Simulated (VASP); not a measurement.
A run of VASP 6.6.1 is set up as follows.

POSCAR

```
Si
1.0
   -3.4271495440      3.4271495440      1.9507087293
    3.4271495440     -3.4271495440      1.9507087293
    3.4271495440      3.4271495440     -1.9507087293
Si
4
Direct
    0.1787531995      0.1787531995      0.3575063991
    0.8212468005      0.8212468005      0.6424936010
    0.1787531995      0.8212468005      0.0000000000
    0.8212468005      0.1787531995      0.0000000000
```

INCAR.step1

```
PREC     = Accurate       # precision mode
ENCUT    = 520            # plane-wave cutoff, eV
ISMEAR   = 0              # smearing method
SIGMA    = 0.05           # smearing width, eV
LREAL    = F              # projectors in reciprocal space
LASPH    = T              # aspherical terms in the spheres
NELM     = 100            # most SCF steps
NBANDS   = 16             # bands
GGA      = PE             # functional
ALGO     = Normal         # electronic algorithm
EDIFF    = 1E-4           # SCF threshold, eV
LWAVE    = T              # write WAVECAR
LCHARG   = F              # write CHGCAR
```

The input INCAR.step2:

```
PREC     = Accurate       # precision mode
ENCUT    = 520            # plane-wave cutoff, eV
EDIFF    = 1E-6           # SCF threshold, eV
ISMEAR   = 0              # smearing method
SIGMA    = 0.05           # smearing width, eV
LREAL    = F              # projectors in reciprocal space
LASPH    = T              # aspherical terms in the spheres
NELM     = 100            # most SCF steps
ALGO     = Normal         # electronic algorithm
ISIF     = 2              # what is computed and relaxed
LWAVE    = F              # write WAVECAR
LCHARG   = F              # write CHGCAR
METAGGA  = R2SCAN         # meta-GGA
LMIXTAU  = T            
NBANDS   = 16             # bands
ISTART   = 1
```

File KPOINTS:

```
Automatic mesh
0
Gamma
  10 10 10
```

Potentials or basis: VASP PAW PBE potentials, release 64 (Si).

Launch:

```sh
$ cat potpaw_PBE.64/Si/POTCAR > POTCAR
$ cp INCAR.step1 INCAR
$ mpirun -np 1 vasp_std > vasp.out
$ cp INCAR.step2 INCAR
$ mpirun -np 1 vasp_std > vasp.out
```

Problem. What does it give for the band gap on the k mesh?

Solution. 0.63 eV (least direct gap 0.84 eV).

Problem. What does it give for the largest force?

Solution. 0.202 eV/Å.

Forces in eV/Å, atoms in the order of the input:
```
Si  -0.143 -0.143  0.000
Si   0.143  0.143  0.000
Si   0.143 -0.143  0.000
Si  -0.143  0.143  0.000
```

Caveat: the cell differs from its parent crystal (strain +0.030 along x and y, +0.015 along z); the cell stands under tension; the PAW data sets were made with another functional, which shifts forces and pressure a little. A k mesh can miss the band edges.
